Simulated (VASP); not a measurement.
**TiAl: single point with PBEsol**

The system is TiAl.

```
Ti Al
1.0
     2.86726    0.00000    0.00000
    -1.43363    2.48312    0.00000
     0.00000    0.00000    4.67808
Ti Al
1 1
Direct
  0.88330 0.91457 0.00000
  0.33333 0.66667 0.50000
```

This cell differs from its parent crystal: atom 1 (Ti) moved by (-0.300, +0.000) A along [1 1 0] and z.

```json
{
  "Program": "VASP 6.6.1",
  "Task": "single point",
  "Functional": "PBEsol",
  "Potentials or basis": "VASP PAW PBE potentials, release 64 (Ti_sv, Al)",
  "Cutoff": "520 eV",
  "k mesh": "18 × 18 × 10",
  "Occupations": "gaussian, width 0.15 eV",
  "Spin": "no spin polarisation",
  "Dipole correction": "no",
  "Further INCAR settings": "ALGO = Fast; EDIFF = 1e-07; NBANDS = 14"
}
```

```yaml
Pressure: -2.0 GPa
Largest_force: 0.715 eV/Å
Band_gap_on_the_k_mesh: zero (an odd number of electrons rules out a gap without spin polarisation)
```

Forces on the atoms (eV/Å):
```
Ti   0.599  0.390  0.000
Al  -0.599 -0.390  0.000
```

Stress tensor (GPa, compression positive):
```
 0.33  2.46  0.00
 2.46 -5.38  0.00
 0.00  0.00 -0.94
```

Levels at points of the mesh, in eV from the Fermi level:
| k point | band 5 | band 6 | band 7 | band 8 | band 9 | band 10 | band 11 | band 12 |
| --- | --- | --- | --- | --- | --- | --- | --- | --- |
| (0.00, 0.00, 0.00) | -8.92 | -2.29 | -1.81 | 1.28 | 1.30 | 2.72 | 2.82 | 3.85 |
| (0.50, 0.00, 0.00) | -3.68 | -2.76 | -1.66 | -1.01 | 2.13 | 3.97 | 4.00 | 4.47 |
| (0.00, 0.50, 0.00) | -3.70 | -2.85 | -1.38 | -0.97 | 2.06 | 3.86 | 3.97 | 4.17 |
| (0.50, 0.50, 0.00) | -3.70 | -2.81 | -1.48 | -0.98 | 2.09 | 3.97 | 4.08 | 4.09 |
| (0.00, 0.00, 0.50) | -8.02 | -5.26 | -0.47 | 1.29 | 1.32 | 2.65 | 2.74 | 6.81 |
| (0.50, 0.00, 0.50) | -3.65 | -2.48 | -1.67 | 0.35 | 0.91 | 1.93 | 3.04 | 3.97 |
| (0.00, 0.50, 0.50) | -3.63 | -2.29 | -1.91 | 0.63 | 0.97 | 1.88 | 2.80 | 3.97 |
| (0.50, 0.50, 0.50) | -3.64 | -2.36 | -1.83 | 0.55 | 0.93 | 1.90 | 2.90 | 3.97 |

Wall time 15 min on 1 thread of Intel(R) Xeon(R) Platinum 8488C (Sapphire Rapids) (shared host), peak memory 0.56 GiB.

Caveat: the cell differs from its parent crystal (atom 1 (Ti) moved by (-0.300, +0.000) A along [1 1 0] and z); the PAW data sets were made with another functional, which shifts forces and pressure a little.
